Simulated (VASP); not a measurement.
Input of a VASP 6.6.1 run:

The input POSCAR:

```
Y
1.0
    0.0000000000      3.5000000000      3.5000000000
    3.5000000000      0.0000000000      3.5000000000
    3.5000000000      3.5000000000      0.0000000000
Y
2
Direct
    1.0000000000      1.0000000000      1.0000000000
    0.2500000000      0.2500000000      0.2500000000
```

INCAR.step1

```
  PREC = Accurate
  ENCUT = 550
  ISMEAR = -1
  SIGMA = 0.05
  LREAL = F
  LASPH = T
  NELM = 120
  GGA = PE
  ALGO = Normal
  EDIFF = 1E-5
  LWAVE = T
  LCHARG = F
  GGA_COMPAT = F
  IBRION = 2
  ISIF = 3
  EDIFFG = -0.005
  NELMIN = 4
  NSW = 100
```

INCAR.step2

```
  PREC = Accurate
  ENCUT = 550
  EDIFF = 1E-7
  ISMEAR = -1
  SIGMA = 0.05
  LREAL = F
  LASPH = T
  NELM = 120
  ALGO = Normal
  ISIF = 3
  LWAVE = F
  LCHARG = F
  METAGGA = R2SCAN
  LMIXTAU = T
  IVDW = 12
  VDW_S6 = 1.0
  VDW_S8 = 0.78981345
  VDW_A1 = 0.49484001
  VDW_A2 = 5.73083694
  IBRION = 2
  NSW = 60
  EDIFFG = -0.03
  PSTRESS = 50.0
  ISTART = 1
  GGA_COMPAT = F
  NELMIN = 4
```

The input KPOINTS:

```
regular mesh
0
Gamma
  6 6 6
```

Potentials or basis: VASP PAW PBE potentials, release 64 (Y_sv).

Command:

```bash
$ cat potpaw_PBE.64/Y_sv/POTCAR > POTCAR
$ cp INCAR.step1 INCAR
$ mpirun -np 1 vasp_std > vasp.out
$ cp INCAR.step2 INCAR
$ mpirun -np 1 vasp_std > vasp.out
```

Predict the band gap on the k mesh.

zero (bands 11 and 12 overlap by 1.48 eV).

Estimate the space group after relaxing (to 0.1 Å).

Fd-3m (No. 227).

Final structure:
```
Y
1.0
     0.00000    3.04263    3.04263
     3.04263    0.00000    3.04263
     3.04263    3.04263    0.00000
Y
2
Direct
  0.00000 0.00000 0.00000
  0.25000 0.25000 0.25000
```

Caveat: the cell is relaxed towards a set pressure, so the run minimises the enthalpy, not the energy.
